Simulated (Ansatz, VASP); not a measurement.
**CsPbBr3 in VASP and in Ansatz**

```
Cs Pb Br
1.0
     5.82410    0.00000    0.00000
     0.00000    5.82410    0.00000
     0.00000    0.00000    5.97850
Cs Pb Br
1 1 3
Direct
  0.00000 0.00000 0.00000
  0.50000 0.50000 0.50000
  0.50000 0.50000 0.00000
  0.50000 0.00000 0.50000
  0.00000 0.50000 0.50000
```

Change from the starting cell: epitaxial_xy strain -2.0%.

Alike in both runs: task single point; functional PBE; k mesh 4 × 4 × 4; occupations fermi-dirac, width 0.02 eV; no spin polarisation.

|  | VASP | Ansatz |
| --- | --- | --- |
| version | VASP 6.6.1 | Ansatz 0.2.0 |
| potentials or method | VASP PAW PBE potentials, release 64 (Cs_sv, Pb_d, Br) | plane waves, PAW |
| plane-wave cutoff (eV) | 520 | 420 |
| valence electrons in the cell | 44 | 44 |

|  | VASP | Ansatz | Ansatz less VASP |
| --- | --- | --- | --- |
| gap on the k mesh at the Fermi level (eV) | 1.41 | 1.41 | -0.005 |
| pressure (GPa) | 1.5 | 1.5 | +0.01 |
| traceless stress, the component that is largest in VASP (GPa) | -0.82 | -0.82 | +0.001 |

The functional is the same, so the differences come from potentials, cutoffs and numerics.

Neither program's run includes spin-orbit coupling.
